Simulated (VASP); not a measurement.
Set up this calculation in VASP 6.6.1, as the native input.

```
Task                   : single point
Functional             : PBE
Potentials or basis    : VASP PAW PBE potentials, release 64 (B, N)
Cutoff                 : 520 eV
k mesh                 : 12 × 12 × 6
Occupations            : gaussian, width 0.05 eV
Spin                   : no spin polarisation
Dipole correction      : no
Further INCAR settings : ALGO = Normal; EDIFF = 1e-06; NBANDS = 16
```

The structure of BN lies in POSCAR:

```
BN
1.0
    2.5284002057      0.0000000000      0.0000000000
   -1.2642001029      2.1896588090      0.0000000000
    0.0000000000      0.0000000000      4.2268550000
B N
2 2
Direct
    0.6666666667      0.3333333333      0.9997240000
    0.3333333333      0.6666666667      0.4997240000
    0.6666666667      0.3333333333      0.6252760000
    0.3333333333      0.6666666667      0.1252760000
```

This cell differs from its parent crystal: strain -0.0100 x Voigt [1, 1, 0, 0, 0, 0].

One way to write it, as run:

INCAR

```
SYSTEM = BN
PREC     = Accurate       ! precision mode
ENCUT    = 520            ! plane-wave cutoff, eV
EDIFF    = 1E-6           ! SCF threshold, eV
ISMEAR   = 0              ! smearing method
SIGMA    = 0.05           ! smearing width, eV
LREAL    = .False.        ! projectors in reciprocal space
LASPH    = .True.         ! aspherical terms in the spheres
NELM     = 100            ! most SCF steps
ALGO     = Normal         ! electronic algorithm
ISIF     = 2              ! what is computed and relaxed
LWAVE    = .False.        ! write WAVECAR
LCHARG   = .False.        ! write CHGCAR
GGA      = PE             ! functional
NBANDS   = 16             ! bands
```

KPOINTS

```
Automatic mesh
0
Gamma
  12 12 6
  0 0 0
```

Potentials or basis: VASP PAW PBE potentials, release 64 (B, N).

Launch:

```sh
$ cat potpaw_PBE.64/B/POTCAR potpaw_PBE.64/N/POTCAR > POTCAR
$ mpirun -np 1 vasp_std > vasp.out
```

Results of the run:

```
Pressure               : 8.0 GPa
Largest force          : 0.014 eV/Å
Band gap on the k mesh : 5.13 eV, indirect (least direct gap 8.31 eV)
```

Caveat: the cell differs from its parent crystal (strain -0.0100 x Voigt [1, 1, 0, 0, 0, 0]).

Run time: 12 s on 1 thread of Intel(R) Xeon(R) 6975P-C (Granite Rapids), with other jobs on the host, peak memory 0.14 GiB.
